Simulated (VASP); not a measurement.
# GaSb (Immm) in VASP: a series of runs, part 2 of 2

VASP 6.6.1. The steps go on from the part before.

### Step 3. Single point, LDA

This run uses another cell than the first one, of 24.57 Å³/atom, 1.020 times its volume.

File INCAR:

```
PREC = Accurate
ENCUT = 520
EDIFF = 1E-7
ISMEAR = -1
SIGMA = 0.05
LREAL = False
LASPH = True
NELM = 60
ALGO = Normal
ISIF = 2
LWAVE = False
LCHARG = False
GGA = CA
NBANDS = 16
```

File KPOINTS:

```
Automatic mesh
0
Gamma
  10 10 10
```

File POSCAR:

```
GaSb
1.0
   -1.5662052804      2.6927187679      2.9124745717
    1.5662052804     -2.6927187679      2.9124745717
    1.5662052804      2.6927187679     -2.9124745717
Sb Ga
1 1
Direct
    0.5000000000      0.5000000000      0.0000000000
    0.0000000000      0.0000000000      0.0000000000
```

Potentials or basis: VASP PAW LDA potentials, release 64 (Sb, Ga_d).

The run is started by

```
> cat potpaw_LDA.64/Sb/POTCAR potpaw_LDA.64/Ga_d/POTCAR > POTCAR
> mpirun -np 1 vasp_std > vasp.out
```

OUTCAR:

```text
PREC = Accurate
   ENCUT = 520
   EDIFF = 1E-7
   ISMEAR = -1
   LREAL = False
   LASPH = True
   NELM = 60
   ISIF = 2
   GGA = CA

 ion  position               nearest neighbor table
   1  0.500  0.500  0.000-   2 2.91   2 2.91   2 3.12   2 3.12   2 3.12   2 3.12
   2  0.000  0.000  0.000-   1 2.91   1 2.91   1 3.12   1 3.12   1 3.12   1 3.12

  LATTYP: Found a body centered orthorhombic cell.
 ALAT       =     3.1324105608
 B/A-ratio  =     1.7192629865
 C/A-ratio  =     1.8595739704

  Lattice vectors:

 A1 = (  -1.5662052804,   2.6927187679,   2.9124745717)
 A2 = (   1.5662052804,  -2.6927187679,   2.9124745717)
 A3 = (   1.5662052804,   2.6927187679,  -2.9124745717)

Analysis of symmetry for initial positions (statically):
=====================================================================
 Subroutine PRICEL returns:
 Original cell was already a primitive cell.

 Routine SETGRP: Setting up the symmetry group for a
 body centered orthorhombic supercell.

 Subroutine GETGRP returns: Found  8 space group operations
 (whereof  8 operations were pure point group operations)
 out of a pool of  8 trial point group operations.
[... 156 lines left out ...]
  ext. energy  EPLUGINS =         0.00000000
  ---------------------------------------------------
  free energy    TOTEN  =        -8.28215995 eV

  energy without entropy =       -8.27628888  energy(sigma->0) =       -8.27922441

 E-fermi :   6.1395     XC(G=0): -10.3805

 val. band max:        6.1219015026   @ k =  -0.2000  -0.4000   0.2000
 cond. band min:       6.1652212275   @ k =  -0.3000  -0.2000   0.1000
 fundamental gap:      0.0433197249
 Fermi energy:         6.1395392590

 k-point     1 :       0.0000    0.0000    0.0000
  band No.  band energies     occupation
      1      -8.8185      2.00000
      2      -8.7289      2.00000
      3      -8.7255      2.00000
      4      -8.7128      2.00000
      5      -8.6811      2.00000
      6      -5.6632      2.00000
[... 433 lines left out ...]
      3      -8.7296      2.00000
      4      -8.7172      2.00000
      5      -8.6995      2.00000
      6      -4.6240      2.00000
[... 8 lines left out ...]
     15      14.0268      0.00000
     16      15.3108      0.00000

 [... further k-points ...]
[... 5 lines left out ...]
  --------------------------------------------------------------------------------------
  -------------------------------------------------------------------------------------
  Total       -1.3036034     -1.6607541     -1.8414405      0.0000000      0.0000000      0.0000000
  in kB      -42.5103091    -54.1569377    -60.0490931      0.0000000      0.0000000      0.0000000
  external PRESSURE =     -52.2387800 kB  Pullay stress =       0.0000000 kB

 VOLUME and BASIS-vectors are now :
 -----------------------------------------------------------------------------
  energy-cutoff  :      520.00
  volume of cell :       49.13
      direct lattice vectors                 reciprocal lattice vectors
    -1.566205280  2.692718768  2.912474572     0.000000000  0.185685934  0.171675319
     1.566205280 -2.692718768  2.912474572     0.319242954  0.000000000  0.171675319
     1.566205280  2.692718768 -2.912474572     0.319242954  0.185685934  0.000000000

 POSITION                                       TOTAL-FORCE (eV/Angst)
 -----------------------------------------------------------------------------------
      0.00000      0.00000      2.91247        -0.000000     -0.000000     -0.000000
      0.00000      0.00000      0.00000         0.000000      0.000000      0.000000
 -----------------------------------------------------------------------------------
    total drift:                               -0.000000     -0.000000      0.000000

  FREE ENERGIE OF THE ION-ELECTRON SYSTEM (eV)
  ---------------------------------------------------
  free  energy   TOTEN  =        -8.2821599544 eV

  energy  without entropy=       -8.2762888754  energy(sigma->0) =       -8.27922441
```

OSZICAR:

```text
N       E                     dE             d eps       ncg     rms          rms(c)
DAV:   1     0.784019526588E+02    0.78402E+02   -0.85557E+03  5568   0.144E+03
DAV:   2    -0.234874816598E+01   -0.80751E+02   -0.77922E+02  6432   0.301E+02
DAV:   3    -0.821425443332E+01   -0.58655E+01   -0.58461E+01  6616   0.627E+01
DAV:   4    -0.831236050248E+01   -0.98106E-01   -0.98090E-01  6856   0.902E+00
DAV:   5    -0.831462643840E+01   -0.22659E-02   -0.22659E-02  6952   0.122E+00    0.234E+00
DAV:   6    -0.828961102588E+01    0.25015E-01   -0.38602E-02  7280   0.306E+00    0.129E+00
DAV:   7    -0.828255218651E+01    0.70588E-02   -0.10594E-02  8504   0.109E+00    0.217E-01
DAV:   8    -0.828216886441E+01    0.38332E-03   -0.12408E-03  7304   0.466E-01    0.319E-02
DAV:   9    -0.828216005819E+01    0.88062E-05   -0.55104E-05  6392   0.583E-02    0.136E-02
DAV:  10    -0.828216008983E+01   -0.31646E-07   -0.44083E-06  7424   0.194E-02    0.197E-03
DAV:  11    -0.828215995964E+01    0.13019E-06   -0.70530E-07  7320   0.908E-03    0.147E-03
DAV:  12    -0.828215995439E+01    0.52519E-08   -0.36642E-08  4488   0.140E-03
   1 F= -.82821600E+01 E0= -.82792244E+01  d E =-.587108E-02
```

stdout:

```text
POSCAR found type information on POSCAR SbGa
 POSCAR found :  2 types and       2 ions
 scaLAPACK will be used
 LDA part: xc-table for (Slater(with rela. corr.)+CA(PZ))
 , standard interpolation
 POSCAR, INCAR and KPOINTS ok, starting setup
 FFT: planning ... GRIDC
 FFT: planning ... GRID_SOFT
 FFT: planning ... GRID
 WAVECAR not read
 entering main loop
```

Run time: 73 s. Hardware: 1 thread of Intel Xeon Platinum 8488C (Sapphire Rapids), shared host; peak memory 0.27 GiB.

Results:

| Property | Result |
| --- | --- |
| Free energy | -8.2822 eV |
| Pressure | -5.2 GPa |
| Band gap on the k mesh | zero (band 9 reaches 7.98 eV, above the bottom of band 10 at 3.72 eV) |

Stress tensor (GPa, compression positive):
```
-4.25  0.00  0.00
 0.00 -5.42  0.00
 0.00  0.00 -6.00
```

Caveat: spin-orbit coupling is left out, which moves the levels of the heavy elements.

### Step 4. Single point, PBEsol

This run uses another cell than the first one, of 24.57 Å³/atom, 1.020 times its volume.

File INCAR:

```
SYSTEM = GaSb
PREC = Accurate
ENCUT = 520
EDIFF = 1E-6
ISMEAR = -1
SIGMA = 0.05
LREAL = .FALSE.
LASPH = .TRUE.
NELM = 60
ALGO = Normal
ISIF = 2
LWAVE = .FALSE.
LCHARG = .FALSE.
GGA = PS
NBANDS = 16
```

File KPOINTS:

```
Automatic mesh
0
G
  10 10 10
  0 0 0
```

POSCAR is that of step 3.

Potentials or basis: VASP PAW PBE potentials, release 64 (Sb, Ga_d).

The run is started by

```
> cat potpaw_PBE.64/Sb/POTCAR potpaw_PBE.64/Ga_d/POTCAR > POTCAR
> mpirun -np 1 vasp_std > vasp.out
```

Wall time 60 s (1 thread of Intel Xeon Platinum 8488C (Sapphire Rapids), shared host); peak memory 0.27 GiB.

The run converged. Its results:

```
Free energy            : -7.8312 eV
Pressure               : -4.1 GPa
Band gap on the k mesh : zero (band 9 reaches 8.07 eV, above the bottom of band 10 at 3.73 eV)
```

Stress tensor (GPa, compression positive):
```
-3.13  0.00  0.00
 0.00 -4.29  0.00
 0.00  0.00 -4.75
```

Levels at points of the mesh, in eV from the Fermi level:
```csv
k point,band 7,band 8,band 9,band 10,band 11,band 12
"(0.00, 0.00, 0.00)",-3.27,-2.09,-1.66,3.37,5.23,6.05
"(0.50, 0.00, 0.00)",-7.91,-0.20,1.48,1.97,2.52,4.70
"(0.00, 0.50, 0.00)",-5.92,-1.99,-0.45,-0.25,1.12,2.77
"(0.50, 0.50, 0.00)",-4.92,-3.04,-2.00,-1.66,3.31,3.80
"(0.50, 0.50, 0.50)",-5.87,-4.98,-4.69,3.23,7.05,9.40
```

Caveat: the PAW data sets were made with another functional, which shifts forces and pressure a little; spin-orbit coupling is left out, which moves the levels of the heavy elements.

### Step 5. Single point, LDA

This run uses another cell than the first one, of 25.05 Å³/atom, 1.040 times its volume.

File INCAR:

```
ALGO = Normal ; EDIFF = 1E-6
ENCUT = 520 ; ISIF = 2
ISMEAR = -1 ; LASPH = True
LCHARG = True ; LELF = True
LREAL = False ; LVHAR = True
LWAVE = False ; NBANDS = 16
NELM = 100 ; PREC = Accurate
SIGMA = 0.05
```

File KPOINTS:

```
k-points
0
Gamma
  10 10 10
```

File POSCAR:

```
GaSb
1.0
   -1.5763757296      2.7102044447      2.9313872741
    1.5763757296     -2.7102044447      2.9313872741
    1.5763757296      2.7102044447     -2.9313872741
Sb Ga
1 1
Direct
    0.5000000000      0.5000000000      0.0000000000
    0.0000000000      0.0000000000      0.0000000000
```

Potentials or basis: VASP PAW LDA potentials, release 64 (Sb, Ga_d).

The run is started by

```
> cat potpaw_LDA.64/Sb/POTCAR potpaw_LDA.64/Ga_d/POTCAR > POTCAR
> mpirun -np 1 vasp_std > vasp.out
```

It took 59 s on 1 thread of Intel Xeon Platinum 8488C (Sapphire Rapids), shared host; peak memory 0.26 GiB.

It converged, with:

| Property | Result |
| --- | --- |
| Free energy | -8.2485 eV |
| Pressure | -6.1 GPa |
| Band gap on the k mesh | zero (band 9 reaches 7.71 eV, above the bottom of band 10 at 3.57 eV) |

Stress tensor (GPa, compression positive):
```
-5.18  0.00  0.00
 0.00 -6.17  0.00
 0.00  0.00 -6.80
```

Levels at points of the mesh, in eV from the Fermi level:
```
           k point  band 6  band 7  band 8  band 9  band 10  band 11  band 12  band 13
(0.00, 0.00, 0.00)  -11.66   -3.39   -2.00   -1.60     3.52     5.05     5.95     7.21
(0.50, 0.00, 0.00)  -10.36   -7.78   -0.18    1.51     1.89     2.50     4.56     6.80
(0.00, 0.50, 0.00)   -8.01   -5.84   -1.98   -0.39    -0.20     1.20     2.65     3.60
(0.50, 0.50, 0.00)   -8.00   -4.76   -3.14   -1.92    -1.59     3.46     3.73     6.20
(0.50, 0.50, 0.50)   -9.44   -5.85   -4.80   -4.52     3.16     7.03     9.14     9.71
```

Caveat: spin-orbit coupling is left out, which moves the levels of the heavy elements.

### Step 6. Overview

```tsv
level	potentials or basis	cell	gap on the mesh (eV)	pressure (GPa)
LDA	VASP PAW LDA potentials, release 64 (Sb, Ga_d)	a = 4.236 Å, angles 136.9, 101.7, 93.9°, 2 atoms	none	-4.5
LDA	VASP PAW LDA potentials, release 64 (Sb, Ga_d)	a = 4.265 Å, angles 136.9, 101.7, 93.9°, 2 atoms	none	-5.2
PBEsol	VASP PAW PBE potentials, release 64 (Sb, Ga_d)	a = 4.265 Å, angles 136.9, 101.7, 93.9°, 2 atoms	none	-4.1
LDA	VASP PAW LDA potentials, release 64 (Sb, Ga_d)	a = 4.292 Å, angles 136.9, 101.7, 93.9°, 2 atoms	none	-6.1
```

Alike in all rows: task single point; no spin polarisation; k mesh 10 × 10 × 10; cutoff (eV) 520; smearing fermi-dirac 0.05 eV.

Caveats: spin-orbit coupling is left out, which moves the levels of the heavy elements; the PAW data sets were made with another functional, which shifts forces and pressure a little (some runs).

Absolute energies hang on the potentials; compare differences alone.
